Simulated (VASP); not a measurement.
# NaCl (P6_3/mmc) in VASP: further runs, part 2 of 2

VASP 6.6.1.

## (4) Single point, r2SCAN (28.49 Å³/atom)

This run uses another cell than the first one, of 28.49 Å³/atom.

The input, POSCAR:

```
NaCl
1.0
    4.8136484338      0.0000000000      0.0000000000
   -2.4068242169      4.1687418286      0.0000000000
    0.0000000000      0.0000000000      5.6790064830
Na Cl
2 2
Direct
    0.3333333333      0.6666666667      0.2500000000
    0.6666666667      0.3333333333      0.7500000000
    0.6666666667      0.3333333333      0.2500000000
    0.3333333333      0.6666666667      0.7500000000
```

The input, INCAR.step1:

```
SYSTEM = NaCl
ALGO = Normal
EDIFF = 1E-4
ENCUT = 520
GGA = PE
ISMEAR = 0
LASPH = .True.
LCHARG = .False.
LREAL = .False.
LWAVE = .True.
NBANDS = 22
NELM = 80
PREC = Accurate
SIGMA = 0.01
```

The input, INCAR.step2:

```
SYSTEM = NaCl
ALGO = Normal
EDIFF = 1E-6
ENCUT = 520
ISIF = 2
ISMEAR = 0
ISTART = 1
LASPH = .True.
LCHARG = .False.
LMIXTAU = .True.
LREAL = .False.
LWAVE = .False.
METAGGA = R2SCAN
NBANDS = 22
NELM = 80
PREC = Accurate
SIGMA = 0.01
```

The input, KPOINTS:

```
k-points
0
Gamma
  6 6 4
  0 0 0
```

Potentials or basis: VASP PAW PBE potentials, release 64 (Na_pv, Cl).

Run with:

```sh
cat potpaw_PBE.64/Na_pv/POTCAR potpaw_PBE.64/Cl/POTCAR > POTCAR
cp INCAR.step1 INCAR
mpirun -np 1 vasp_std > vasp.out
cp INCAR.step2 INCAR
mpirun -np 1 vasp_std > vasp.out
```

OUTCAR:

```text
SYSTEM = NaCl
   EDIFF = 1E-6
   ENCUT = 520
   ISIF = 2
   ISMEAR = 0
   ISTART = 1
   LASPH = .True.
   LREAL = .False.
   METAGGA = R2SCAN
   NELM = 80
   PREC = Accurate

 ion  position               nearest neighbor table
   1  0.333  0.667  0.250-
   2  0.667  0.333  0.750-
   3  0.667  0.333  0.250-
   4  0.333  0.667  0.750-

  LATTYP: Found a hexagonal cell.
 ALAT       =     4.8136484338
 C/A-ratio  =     1.1797717596

  Lattice vectors:

 A1 = (   4.8136484338,   0.0000000000,   0.0000000000)
 A2 = (  -2.4068242169,   4.1687418286,   0.0000000000)
 A3 = (   0.0000000000,   0.0000000000,   5.6790064830)

Analysis of symmetry for initial positions (statically):
=====================================================================
 Subroutine PRICEL returns:
 Original cell was already a primitive cell.

 Routine SETGRP: Setting up the symmetry group for a
 hexagonal supercell.

 Subroutine GETGRP returns: Found 24 space group operations
 (whereof 12 operations were pure point group operations)
 out of a pool of 24 trial point group operations.

The static configuration has the point symmetry D_3d.
 The point group associated with its full space group is D_6h.

Analysis of symmetry for dynamics (positions and initial velocities):
=====================================================================
 Subroutine PRICEL returns:
 Original cell was already a primitive cell.

 Routine SETGRP: Setting up the symmetry group for a
 hexagonal supercell.

 Subroutine GETGRP returns: Found 24 space group operations
 (whereof 12 operations were pure point group operations)
 out of a pool of 24 trial point group operations.

The dynamic configuration has the point symmetry D_3d.
 The point group associated with its full space group is D_6h.

 Subroutine INISYM returns: Found 24 space group operations
 (whereof 12 operations are pure point group operations),
 and found     1 'primitive' translations

----------------------------------------------------------------------------------------

                                     Primitive cell

  volume of cell :     113.9598

  direct lattice vectors                    reciprocal lattice vectors
     4.813648434  0.000000000  0.000000000     0.207742633  0.119940265  0.000000000
    -2.406824217  4.168741829  0.000000000     0.000000000  0.239880530  0.000000000
     0.000000000  0.000000000  5.679006483     0.000000000  0.000000000  0.176087138

  length of vectors
     4.813648434  4.813648434  5.679006483     0.239880530  0.239880530  0.176087138

  position of ions in fractional coordinates (direct lattice)
     0.333333333  0.666666667  0.250000000
     0.666666667  0.333333333  0.750000000
     0.666666667  0.333333333  0.250000000
     0.333333333  0.666666667  0.750000000

  ion indices of the primitive-cell ions
   primitive index   ion index
                 1           1
                 2           2
                 3           3
                 4           4

----------------------------------------------------------------------------------------

 KPOINTS: k-points

Automatic generation of k-mesh.
 Grid dimensions read from file:
 generate k-points for:    6    6    4

 Generating k-lattice:

  Cartesian coordinates                     Fractional coordinates (reciprocal lattice)
     0.034623772  0.019990044  0.000000000     0.166666667 -0.000000000  0.000000000
     0.000000000  0.039980088  0.000000000     0.000000000  0.166666667  0.000000000
     0.000000000  0.000000000  0.044021785     0.000000000  0.000000000  0.250000000

  Length of vectors
     0.039980088  0.039980088  0.044021785

  Shift w.r.t. Gamma in fractional coordinates (k-lattice)
     0.000000000  0.000000000  0.000000000

 Subroutine IBZKPT returns following result:
 ===========================================

 Found     21 irreducible k-points:

 Following reciprocal coordinates:
            Coordinates               Weight
  0.000000  0.000000  0.000000      1.000000
  0.166667 -0.000000  0.000000      6.000000
  0.333333  0.000000  0.000000      6.000000
  0.500000 -0.000000  0.000000      3.000000
  0.166667  0.166667  0.000000      6.000000
  0.333333  0.166667  0.000000     12.000000
[... 13 lines left out ...]
  0.333333  0.166667  0.500000     12.000000
  0.333333  0.333333  0.500000      2.000000
   k-points           NKPTS =     21   k-points in BZ     NKDIM =     21   number of bands    NBANDS=     22
   number of dos      NEDOS =    301   number of ions     NIONS =      4
   total plane-waves  NPLWV =  54432
   dimension x,y,z NGX =    36 NGY =   36 NGZ =   42
   dimension x,y,z NGXF=    72 NGYF=   72 NGZF=   84
   ions per type =               2   2
   NGX,Y,Z   is equivalent  to a cutoff of  12.43, 12.43, 12.29 a.u.
   NGXF,Y,Z  is equivalent  to a cutoff of  24.87, 24.87, 24.59 a.u.
 SYSTEM =  NaCl
   PREC   = accura    normal or accurate (medium, high low for compatibility)
   ISTART =      1    job   : 0-new  1-cont  2-samecut
   ICHARG =      0    charge: 1-file 2-atom 10-const
   ISPIN  =      1    spin polarized calculation?
   LNONCOLLINEAR =      F non collinear calculations
   LSORBIT =      F    spin-orbit coupling
   LASPH  =      T    aspherical Exc in radial PAW
   ENCUT  =  520.0 eV  38.22 Ry    6.18 a.u.   8.95  8.95 10.56*2*pi/ulx,y,z
   NELM   =     80;   NELMIN=  2; NELMDL=  0     # of ELM steps
   EDIFF  = 0.1E-05   stopping-criterion for ELM
   LREAL  =      F    real-space projection
   EDIFFG = 0.1E-04   stopping-criterion for IOM
   NSW    =      0    number of steps for IOM
   IBRION =     -1    ionic relax: 0-MD 1-quasi-New 2-CG
   NFREE  =      0    steps in history (QN), initial steepest desc. (CG)
   ISIF   =      2    stress and relaxation
   ISYM   =      2    0-nonsym 1-usesym 2-fastsym
   POTIM  = 0.5000    time-step for ionic-motion
   TEBEG  =    0.0;   TEEND  =   0.0 temperature during run
   PSTRESS=    0.0 pullay stress
   NELECT =      28.0000    total number of electrons
   NUPDOWN=      -1.0000    fix difference up-down
   EMIN   =  10.00;   EMAX   =-10.00  energy-range for DOS
   EFERMI =   0.00;   METHOD = LEGACY
   ISMEAR =     0;   SIGMA  =   0.01  broadening in eV -4-tet -1-fermi 0-gaus
   EFERMI_NEDOS =   21; number of points for ismear=-14 and -15
   IALGO  =     38    algorithm
   IMIX   =      4    mixing-type and parameters
     AMIX     =   0.40;   BMIX     =  1.00
     AMIX_MAG =   1.60;   BMIX_MAG =  1.00
  volume/ion in A,a.u.               =      28.49       192.26
  Fermi-wavevector in a.u.,A,eV,Ry     =   1.025361  1.937652 14.304701  1.051366
  Thomas-Fermi vector in A             =   2.159197
   LORBIT       =      0    0 simple, 1 ext, 2 COOP (PROOUT), +10 PAW based schemes
   METAGGA = R2SCAN    functional components
   LHFCALC =     F    Hartree Fock is set to
   AEXX    =    0.0000 exact exchange contribution
   IVDW    =     0    specifies the selected vdW correction
   LEPSILON=     F    determine dielectric tensor
   LRPA    =     F    only Hartree local field effects (RPA)
 non-spin polarized calculation
 Gauss-broadening in eV      SIGMA  =   0.01
  energy-cutoff  :      520.00
  volume of cell :      113.96
 maximum number of plane-waves:      3093
 NGX is ok and might be reduce to    36
   NGX = 17   NGY = 17   NGZ = 21

 number of electron      27.9999979 magnetization

 Free energy of the ion-electron system (eV)
  ---------------------------------------------------
  ext. energy  EPLUGINS =         0.00000000
  ---------------------------------------------------
  free energy    TOTEN  =       -27.31051178 eV

  energy without entropy =      -27.31051178  energy(sigma->0) =      -27.31051178

 E-fermi :  -2.2647     XC(G=0):  -7.4014

 val. band max:       -2.3752736517   @ k =   0.0000   0.0000   0.0000
 cond. band min:       2.9764113506   @ k =   0.0000   0.0000   0.0000
 fundamental gap:      5.3516850023
 Fermi energy:        -2.2646717657

 k-point     1 :       0.0000    0.0000    0.0000
  band No.  band energies     occupation
      1     -24.0610      2.00000
      2     -24.0607      2.00000
      3     -24.0587      2.00000
      4     -24.0552      2.00000
      5     -24.0550      2.00000
      6     -24.0440      2.00000
[... 499 lines left out ...]
      6     -24.0472      2.00000
[... 14 lines left out ...]
     21      10.2724      0.00000
     22      10.2724      0.00000

------------------------ aborting loop because EDIFF is reached ----------------------------------------

  FORCE on cell =-STRESS in cart. coord.  units (eV):
  Direction    XX          YY          ZZ          XY          YZ          ZX
  --------------------------------------------------------------------------------------
  -------------------------------------------------------------------------------------
  Total       -0.8671733     -0.8671733     -1.0134795      0.0000000      0.0000000      0.0000000
  in kB      -12.1917133    -12.1917133    -14.2486527      0.0000000      0.0000000      0.0000000
  external PRESSURE =     -12.8773598 kB  Pullay stress =       0.0000000 kB

 VOLUME and BASIS-vectors are now :
 -----------------------------------------------------------------------------
  energy-cutoff  :      520.00
  volume of cell :      113.96
      direct lattice vectors                 reciprocal lattice vectors
     4.813648434  0.000000000  0.000000000     0.207742633  0.119940265  0.000000000
    -2.406824217  4.168741829  0.000000000     0.000000000  0.239880530  0.000000000
     0.000000000  0.000000000  5.679006483     0.000000000  0.000000000  0.176087138

 POSITION                                       TOTAL-FORCE (eV/Angst)
 -----------------------------------------------------------------------------------
     -0.00000      2.77916      1.41975        -0.000000      0.000000      0.000000
      2.40682      1.38958      4.25925         0.000000     -0.000000      0.000000
      2.40682      1.38958      1.41975        -0.000000      0.000000      0.000000
     -0.00000      2.77916      4.25925         0.000000      0.000000      0.000000
 -----------------------------------------------------------------------------------
    total drift:                                0.000000     -0.000000      0.000000

  FREE ENERGIE OF THE ION-ELECTRON SYSTEM (eV)
  ---------------------------------------------------
  free  energy   TOTEN  =       -27.3105117810 eV

  energy  without entropy=      -27.3105117810  energy(sigma->0) =      -27.31051178
```

Run time: 2.5 min. Hardware: 1 thread of Intel Xeon 8259CL, shared host; peak memory 0.24 GiB.

What came out:

- Free energy: -27.3105 eV
- Pressure: -1.3 GPa
- Band gap on the k mesh: 5.35 eV

Stress tensor (GPa, compression positive):
```
-1.22  0.00  0.00
 0.00 -1.22  0.00
 0.00  0.00 -1.42
```

Caveat: the PAW data sets were made with another functional, which shifts forces and pressure a little.

## (5) Single point, r2SCAN

The input, POSCAR:

```
NaCl
1.0
    4.7210552162      0.0000000000      0.0000000000
   -2.3605276081      4.0885537499      0.0000000000
    0.0000000000      0.0000000000      5.5697676198
Na Cl
2 2
Direct
    0.3333333333      0.6666666667      0.2500000000
    0.6666666667      0.3333333333      0.7500000000
    0.6666666667      0.3333333333      0.2500000000
    0.3333333333      0.6666666667      0.7500000000
```

The input, INCAR.step1:

```
SYSTEM = NaCl
ALGO = Normal
EDIFF = 1E-4
ENCUT = 520
GGA = PE
ISMEAR = 0
LASPH = .TRUE.
LCHARG = .FALSE.
LREAL = .FALSE.
LWAVE = .TRUE.
NBANDS = 22
NELM = 100
PREC = Accurate
SIGMA = 0.01
```

The input, INCAR.step2:

```
SYSTEM = NaCl
ALGO = Normal
EDIFF = 1E-6
ENCUT = 520
ISIF = 2
ISMEAR = 0
ISTART = 1
LASPH = .TRUE.
LCHARG = .FALSE.
LMIXTAU = .TRUE.
LREAL = .FALSE.
LWAVE = .FALSE.
METAGGA = R2SCAN
NBANDS = 22
NELM = 100
PREC = Accurate
SIGMA = 0.01
```

The input, KPOINTS:

```
k-points
0
G
  6 6 6
  0 0 0
```

Run with:

```sh
cat potpaw_PBE.64/Na_pv/POTCAR potpaw_PBE.64/Cl/POTCAR > POTCAR
cp INCAR.step1 INCAR
mpirun -np 1 vasp_std > vasp.out
cp INCAR.step2 INCAR
mpirun -np 1 vasp_std > vasp.out
```

Run time: 3.4 min. Hardware: 1 thread of Intel Xeon 8259CL, shared host; peak memory 0.25 GiB.

Results (log left out):

```
Free energy            : -27.3400 eV
Pressure               : -0.2 GPa
Band gap on the k mesh : 5.47 eV
```

Levels at points of the mesh, in eV from the valence-band top:
| k point | band 12 | band 13 | band 14 | band 15 | band 16 | band 17 |
| --- | --- | --- | --- | --- | --- | --- |
| (0.00, 0.00, 0.00) | -0.34 | -0.34 | 0.00 | 5.47 | 8.50 | 10.48 |
| (0.50, 0.00, 0.00) | -0.78 | -0.52 | -0.24 | 7.73 | 8.47 | 9.33 |
| (0.00, 0.00, 0.50) | -0.58 | -0.58 | -0.58 | 7.24 | 7.24 | 10.39 |
| (0.50, 0.00, 0.50) | -0.66 | -0.27 | -0.27 | 7.89 | 7.89 | 10.77 |

Caveat: the PAW data sets were made with another functional, which shifts forces and pressure a little. A k mesh can miss the band edges.

## (6) The runs side by side

```csv
cell,k mesh,gap on the mesh (eV),pressure (GPa)
"a = 4.721, b = 4.721, c = 5.570 Å, angles 90.0, 90.0, 120.0°, 4 atoms",6 × 6 × 4,5.47,-0.2
"a = 4.768, b = 4.768, c = 5.625 Å, angles 90.0, 90.0, 120.0°, 4 atoms",6 × 6 × 4,5.41,-0.8
"a = 4.814, b = 4.814, c = 5.679 Å, angles 90.0, 90.0, 120.0°, 4 atoms",6 × 6 × 4,5.35,-1.3
"a = 4.721, b = 4.721, c = 5.570 Å, angles 90.0, 90.0, 120.0°, 4 atoms",6 × 6 × 6,5.47,-0.2
```

Alike in all rows: task single point; level r2SCAN; potentials or basis VASP PAW PBE potentials, release 64 (Na_pv, Cl); no spin polarisation; cutoff (eV) 520; smearing gaussian 0.01 eV.

Caveats: the PAW data sets were made with another functional, which shifts forces and pressure a little.

Absolute energies hang on the potentials; compare differences alone.
